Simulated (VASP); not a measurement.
# AlN (I4/mmm) in VASP: notebook, part 2 of 2

VASP 6.6.1. Earlier steps stand in the parts before.

### 4 Electric field gradients, LDA (zz strain of -1 %)

INCAR

```
SYSTEM = AlN
  PREC = Accurate
  ENCUT = 520
  EDIFF = 1E-8
  ISMEAR = -1
  SIGMA = 0.02
  LREAL = .False.
  LASPH = .True.
  NELM = 120
  ALGO = Normal
  ISIF = 2
  LWAVE = .False.
  LCHARG = .False.
  GGA = CA
  LEFG = .True.
  NBANDS = 11
  GGA_COMPAT = .False.
```

KPOINTS

```
Automatic mesh
0
Gamma
  10 10 10
  0 0 0
```

POSCAR

```
AlN
1.0
    0.0000000000      1.9780000000      1.9582200000
    1.9780000000      0.0000000000      1.9582200000
    1.9780000000      1.9780000000      0.0000000000
Al N
1 1
Direct
    0.0000000000      0.0000000000      0.0000000000
    0.5000000000      0.5000000000      0.5000000000
```

Potentials or basis: VASP PAW LDA potentials, release 64 (Al, N).

Run with:

```console
$ cat potpaw_LDA.64/Al/POTCAR potpaw_LDA.64/N/POTCAR > POTCAR
$ mpirun -np 1 vasp_std > vasp.out
```

OUTCAR:

```text
SYSTEM = AlN
   PREC = Accurate
   ENCUT = 520
   EDIFF = 1E-8
   ISMEAR = -1
   LREAL = .False.
   LASPH = .True.
   NELM = 120
   ISIF = 2
   GGA = CA

 ion  position               nearest neighbor table
   1  0.000  0.000  0.000-   2 1.96   2 1.96   2 1.98   2 1.98   2 1.98   2 1.98
   2  0.500  0.500  0.500-   1 1.96   1 1.96   1 1.98   1 1.98   1 1.98   1 1.98

  LATTYP: Found a body centered tetragonal cell.
 ALAT       =     2.7973144264
 C/A-ratio  =     1.4000714267

  Lattice vectors:

 A1 = (   0.0000000000,  -1.9780000000,  -1.9582200000)
 A2 = (   0.0000000000,   1.9780000000,  -1.9582200000)
 A3 = (   1.9780000000,   0.0000000000,   1.9582200000)

Analysis of symmetry for initial positions (statically):
=====================================================================
 Subroutine PRICEL returns:
 Original cell was already a primitive cell.

 Routine SETGRP: Setting up the symmetry group for a
[... 525 lines left out ...]
  energy-cutoff  :      520.00
  volume of cell :       15.32
      direct lattice vectors                 reciprocal lattice vectors
     0.000000000  1.978000000  1.958220000    -0.252780586  0.252780586  0.255333926
     1.978000000  0.000000000  1.958220000     0.252780586 -0.252780586  0.255333926
     1.978000000  1.978000000  0.000000000     0.252780586  0.252780586 -0.255333926

 POSITION                                       TOTAL-FORCE (eV/Angst)
 -----------------------------------------------------------------------------------
      0.00000      0.00000      0.00000         0.000000      0.000000     -0.000000
      1.97800      1.97800      1.95822        -0.000000     -0.000000      0.000000
 -----------------------------------------------------------------------------------
    total drift:                               -0.000000     -0.000000      0.000000

  FREE ENERGIE OF THE ION-ELECTRON SYSTEM (eV)
  ---------------------------------------------------
  free  energy   TOTEN  =       -16.1867359946 eV

  energy  without entropy=      -16.1867359946  energy(sigma->0) =      -16.18673599

 Electric field gradients (V/A^2)
---------------------------------------------------------------------
 ion       V_xx      V_yy      V_zz      V_xy      V_xz      V_yz
---------------------------------------------------------------------
   1       2.161     2.161    -4.323     0.000     0.000     0.000
   2       0.727     0.727    -1.454     0.000     0.000     0.000
---------------------------------------------------------------------

 Electric field gradients after diagonalization (V/A^2)
 (convention: |V_zz| > |V_xx| > |V_yy|)
----------------------------------------------------------------------
 ion       V_xx      V_yy      V_zz     asymmetry (V_yy - V_xx)/ V_zz
----------------------------------------------------------------------
   1       2.161     2.161    -4.323       0.000
   2       0.727     0.727    -1.454       0.000
----------------------------------------------------------------------

           NMR quadrupolar parameters

 Cq : quadrupolar parameter    Cq=e*Q*V_zz/h
 eta: asymmetry parameters     (V_yy - V_xx)/ V_zz
 Q  : nuclear electric quadrupole moment in mb (millibarn)
----------------------------------------------------------------------
 ion       Cq(MHz)       eta       Q (mb)
----------------------------------------------------------------------
   1      -0.010       0.000       1.000
   2      -0.004       0.000       1.000
----------------------------------------------------------------------
```

OSZICAR:

```text
N       E                     dE             d eps       ncg     rms          rms(c)
DAV:   1     0.742444894039E+01    0.74244E+01   -0.41695E+03  2316   0.633E+02
DAV:   2    -0.175894294793E+02   -0.25014E+02   -0.24161E+02  2740   0.129E+02
DAV:   3    -0.181542783632E+02   -0.56485E+00   -0.56368E+00  2720   0.167E+01
DAV:   4    -0.181559169753E+02   -0.16386E-02   -0.16385E-02  2481   0.109E+00
DAV:   5    -0.181559251454E+02   -0.81701E-05   -0.81702E-05  2667   0.727E-02    0.803E+00
DAV:   6    -0.162511079167E+02    0.19048E+01   -0.79534E+00  2376   0.150E+01    0.292E+00
DAV:   7    -0.162057333772E+02    0.45375E-01   -0.15842E-01  2595   0.269E+00    0.180E+00
DAV:   8    -0.161868450975E+02    0.18888E-01   -0.12502E-02  2373   0.104E+00    0.266E-01
DAV:   9    -0.161867356384E+02    0.10946E-03   -0.55374E-04  2574   0.136E-01    0.155E-01
DAV:  10    -0.161867363696E+02   -0.73127E-06   -0.19729E-05  2466   0.321E-02    0.238E-02
DAV:  11    -0.161867360031E+02    0.36649E-06   -0.64976E-07  2586   0.568E-03    0.468E-03
DAV:  12    -0.161867359946E+02    0.85060E-08   -0.39653E-08  2463   0.147E-03
   1 F= -.16186736E+02 E0= -.16186736E+02  d E =-.201188E-11
```

stdout:

```text
POSCAR found type information on POSCAR AlN
 POSCAR found :  2 types and       2 ions
 scaLAPACK will be used
 LDA part: xc-table for (Slater(with rela. corr.)+CA(PZ))
 , standard interpolation
 POSCAR, INCAR and KPOINTS ok, starting setup
 FFT: planning ... GRIDC
 FFT: planning ... GRID_SOFT
 FFT: planning ... GRID
 WAVECAR not read
 entering main loop
ion   1

ion   2
```

Run time: 26 s. Hardware: 1 thread of AMD EPYC 7R13, shared host; peak memory 0.1 GiB.

What came out:

* Free energy: -16.1867 eV
* Pressure: 16.7 GPa
* Band gap on the k mesh: 4.96 eV (least direct gap 6.88 eV)
* Largest electric field gradient by atom: Al -4.3; N -1.5 V/Å²

Levels at points of the mesh, in eV from the valence-band top:
```csv
k point,band 2,band 3,band 4,band 5,band 6,band 7
"(0.00, 0.00, 0.00)",-0.07,0.00,0.00,6.88,12.18,12.18
"(0.50, 0.00, 0.00)",-8.87,-1.28,-1.23,6.59,11.28,11.53
"(0.50, 0.50, 0.00)",-7.92,-3.09,-3.09,4.96,5.12,14.89
"(0.50, 0.00, 0.50)",-7.98,-3.08,-2.95,5.06,5.22,14.76
```

Electric field gradients, principal values (V/Å²):
| atom | least | middle | greatest (by size) |
| --- | --- | --- | --- |
| 1 Al | 2.161 | 2.161 | -4.323 |
| 2 N | 0.727 | 0.727 | -1.454 |

Caveat: the cell differs from its parent crystal (zz strain of -1 %); the cell stands under pressure; without QUAD_EFG the Cq values of the log hold for a quadrupole moment of 1 mb, not for the nuclei. A k mesh can miss the band edges.

### 5 Electric field gradients, LDA (zz strain of +2 %)

INCAR

```
ALGO = Normal
EDIFF = 1E-8
ENCUT = 520
GGA_COMPAT = False
ISIF = 2
ISMEAR = -1
LASPH = True
LCHARG = False
LEFG = True
LREAL = False
LWAVE = False
NBANDS = 11
NELM = 120
PREC = Accurate
SIGMA = 0.02
```

KPOINTS

```
k-points
0
Gamma
  10 10 10
```

POSCAR

```
AlN
1.0
    0.0000000000      1.9780000000      2.0175600000
    1.9780000000      0.0000000000      2.0175600000
    1.9780000000      1.9780000000      0.0000000000
Al N
1 1
Direct
    0.0000000000      0.0000000000      0.0000000000
    0.5000000000      0.5000000000      0.5000000000
```

Potentials or basis: VASP PAW LDA potentials, release 64 (Al, N).

Run with:

```console
$ cat potpaw_LDA.64/Al/POTCAR potpaw_LDA.64/N/POTCAR > POTCAR
$ mpirun -np 1 vasp_std > vasp.out
```

OUTCAR:

```text
EDIFF = 1E-8
   ENCUT = 520
   ISIF = 2
   ISMEAR = -1
   LASPH = True
   LREAL = False
   NELM = 120
   PREC = Accurate

 ion  position               nearest neighbor table
   1  0.000  0.000  0.000-   2 1.98   2 1.98   2 1.98   2 1.98   2 2.02   2 2.02
   2  0.500  0.500  0.500-   1 1.98   1 1.98   1 1.98   1 1.98   1 2.02   1 2.02

  LATTYP: Found a body centered tetragonal cell.
 ALAT       =     2.7973144264
 C/A-ratio  =     1.4424978336

  Lattice vectors:

 A1 = (  -1.9780000000,   0.0000000000,   2.0175600000)
 A2 = (   1.9780000000,   0.0000000000,   2.0175600000)
 A3 = (   0.0000000000,   1.9780000000,  -2.0175600000)

Analysis of symmetry for initial positions (statically):
=====================================================================
 Subroutine PRICEL returns:
 Original cell was already a primitive cell.

 Routine SETGRP: Setting up the symmetry group for a
 body centered tetragonal supercell.

 Subroutine GETGRP returns: Found 16 space group operations
 (whereof 16 operations were pure point group operations)
 out of a pool of 16 trial point group operations.

The static configuration has the point symmetry D_4h.

Analysis of symmetry for dynamics (positions and initial velocities):
=====================================================================
 Subroutine PRICEL returns:
 Original cell was already a primitive cell.

 Routine SETGRP: Setting up the symmetry group for a
 body centered tetragonal supercell.

 Subroutine GETGRP returns: Found 16 space group operations
 (whereof 16 operations were pure point group operations)
 out of a pool of 16 trial point group operations.

The dynamic configuration has the point symmetry D_4h.
[... 480 lines left out ...]
      3       7.4091      2.00000
      4       7.9988      2.00000
      5      16.6689      0.00000
      6      17.4264      0.00000
      7      22.8117      0.00000
      8      26.4404      0.00000
      9      27.2078      0.00000
     10      32.5744      0.00000
     11      35.3782      0.00000

 [... further k-points ...]

------------------------ aborting loop because EDIFF is reached ----------------------------------------

  FORCE on cell =-STRESS in cart. coord.  units (eV):
  Direction    XX          YY          ZZ          XY          YZ          ZX
  --------------------------------------------------------------------------------------
  -------------------------------------------------------------------------------------
  Total        0.9341326      0.9341326      0.2536117      0.0000000      0.0000000      0.0000000
  in kB       94.8003829     94.8003829     25.7377703      0.0000000      0.0000000      0.0000000
  external PRESSURE =      71.7795121 kB  Pullay stress =       0.0000000 kB

 VOLUME and BASIS-vectors are now :
 -----------------------------------------------------------------------------
  energy-cutoff  :      520.00
  volume of cell :       15.79
      direct lattice vectors                 reciprocal lattice vectors
     0.000000000  1.978000000  2.017560000    -0.252780586  0.252780586  0.247824104
     1.978000000  0.000000000  2.017560000     0.252780586 -0.252780586  0.247824104
     1.978000000  1.978000000  0.000000000     0.252780586  0.252780586 -0.247824104

 POSITION                                       TOTAL-FORCE (eV/Angst)
 -----------------------------------------------------------------------------------
      0.00000      0.00000      0.00000        -0.000000     -0.000000      0.000000
      1.97800      1.97800      2.01756         0.000000      0.000000     -0.000000
 -----------------------------------------------------------------------------------
    total drift:                               -0.000000     -0.000000      0.000000

  FREE ENERGIE OF THE ION-ELECTRON SYSTEM (eV)
  ---------------------------------------------------
  free  energy   TOTEN  =       -16.2177540097 eV

  energy  without entropy=      -16.2177540097  energy(sigma->0) =      -16.21775401

 Electric field gradients (V/A^2)
---------------------------------------------------------------------
 ion       V_xx      V_yy      V_zz      V_xy      V_xz      V_yz
---------------------------------------------------------------------
   1      -3.982    -3.982     7.964     0.000     0.000     0.000
   2      -1.345    -1.345     2.690     0.000     0.000     0.000
---------------------------------------------------------------------

 Electric field gradients after diagonalization (V/A^2)
 (convention: |V_zz| > |V_xx| > |V_yy|)
----------------------------------------------------------------------
 ion       V_xx      V_yy      V_zz     asymmetry (V_yy - V_xx)/ V_zz
----------------------------------------------------------------------
   1      -3.982    -3.982     7.964       0.000
   2      -1.346    -1.345     2.690       0.000
----------------------------------------------------------------------

           NMR quadrupolar parameters

 Cq : quadrupolar parameter    Cq=e*Q*V_zz/h
 eta: asymmetry parameters     (V_yy - V_xx)/ V_zz
 Q  : nuclear electric quadrupole moment in mb (millibarn)
----------------------------------------------------------------------
 ion       Cq(MHz)       eta       Q (mb)
----------------------------------------------------------------------
   1       0.019       0.000       1.000
   2       0.007       0.000       1.000
----------------------------------------------------------------------
```

OSZICAR:

```text
N       E                     dE             d eps       ncg     rms          rms(c)
DAV:   1     0.756478451098E+01    0.75648E+01   -0.42065E+03  2332   0.629E+02
DAV:   2    -0.175743925463E+02   -0.25139E+02   -0.24387E+02  2703   0.129E+02
DAV:   3    -0.181478562453E+02   -0.57346E+00   -0.57264E+00  2688   0.167E+01
DAV:   4    -0.181495914978E+02   -0.17353E-02   -0.17351E-02  2523   0.113E+00
DAV:   5    -0.181496008463E+02   -0.93485E-05   -0.93484E-05  2639   0.777E-02    0.789E+00
DAV:   6    -0.162786502398E+02    0.18710E+01   -0.80783E+00  2388   0.149E+01    0.285E+00
DAV:   7    -0.162369881787E+02    0.41662E-01   -0.13697E-01  2586   0.256E+00    0.176E+00
DAV:   8    -0.162178505382E+02    0.19138E-01   -0.12985E-02  2334   0.105E+00    0.256E-01
DAV:   9    -0.162177531567E+02    0.97381E-04   -0.52030E-04  2610   0.132E-01    0.151E-01
DAV:  10    -0.162177543677E+02   -0.12109E-05   -0.18663E-05  2448   0.316E-02    0.247E-02
DAV:  11    -0.162177540184E+02    0.34929E-06   -0.55121E-07  2607   0.554E-03    0.475E-03
DAV:  12    -0.162177540097E+02    0.86683E-08   -0.33684E-08  2459   0.132E-03
   1 F= -.16217754E+02 E0= -.16217754E+02  d E =-.218980E-10
```

It took 27 s on 1 thread of AMD EPYC 7R13, shared host; peak memory 0.1 GiB.

Results:

| Property | Result |
| --- | --- |
| Free energy | -16.2178 eV |
| Pressure | 7.2 GPa |
| Band gap on the k mesh | 4.75 eV (least direct gap 6.35 eV) |
| Largest electric field gradient by atom | Al +8.0; N +2.7 V/Å² |

Stress tensor (GPa, compression positive):
```
9.48 0.00 0.00
0.00 9.48 0.00
0.00 0.00 2.57
```

Electric field gradients, principal values (V/Å²):
| atom | least | middle | greatest (by size) |
| --- | --- | --- | --- |
| 1 Al | -3.982 | -3.982 | 7.964 |
| 2 N | -1.345 | -1.346 | 2.690 |

Caveat: the cell differs from its parent crystal (zz strain of +2 %); the cell stands under pressure; without QUAD_EFG the Cq values of the log hold for a quadrupole moment of 1 mb, not for the nuclei.

### 6 Summary

```csv
cell,gap on the mesh (eV),pressure (GPa)
"a = 2.769, b = 2.769, c = 2.797 Å, angles 59.7, 59.7, 60.7°, 2 atoms",4.84,20.4
"a = 2.783, b = 2.783, c = 2.797 Å, angles 59.8, 59.8, 60.3°, 2 atoms",4.96,16.7
"a = 2.825, b = 2.825, c = 2.797 Å, angles 60.3, 60.3, 59.3°, 2 atoms",4.75,7.2
```

Alike in all rows: task electric field gradients; level LDA; potentials or basis VASP PAW LDA potentials, release 64 (Al, N); no spin polarisation; k mesh 10 × 10 × 10; cutoff (eV) 520; smearing fermi-dirac 0.02 eV.

Caveats: the cell stands under pressure.

Total energies depend on the potentials used, so only differences within one code and one set of settings carry meaning.
